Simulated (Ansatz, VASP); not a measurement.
CaSe in VASP and in Ansatz

```
CELL_PARAMETERS angstrom
0.00000 2.96754 2.96754
2.96754 0.00000 2.96754
2.96754 2.96754 0.00000
ATOMIC_POSITIONS crystal
Ca 0.00000 0.00000 0.00000
Se 0.50000 0.50000 0.50000
```

Alike in both runs: task single point; functional PBE-based screened hybrid; k mesh 4 × 4 × 4; no spin polarisation.

|  | VASP | Ansatz |
| --- | --- | --- |
| version | VASP 6.6.1 | Ansatz 0.2.0 |
| potentials or method | VASP PAW PBE potentials, release 64 (Ca_sv, Se) | plane waves |
| plane-wave cutoff (eV) | 520 | 420 |
| occupations | gaussian, width 0.01 eV | fixed |
| valence electrons in the cell | 16 | 26 |

```tsv
	VASP	Ansatz	Ansatz less VASP
gap on the k mesh at the Fermi level (eV)	2.73	2.72	-0.017
pressure (GPa)	0.4	0.4	-0.02
```

VASP's potentials were made for PBE, not for PBE-based screened hybrid. VASP's potentials hold 16 valence electrons a cell and Ansatz's 26, so a difference there can come from the potentials and not from the codes. Ansatz's warnings: stress exchange threshold loose, stress scf threshold loose.

The k mesh is coarse, so the values compare programs but aren't converged.
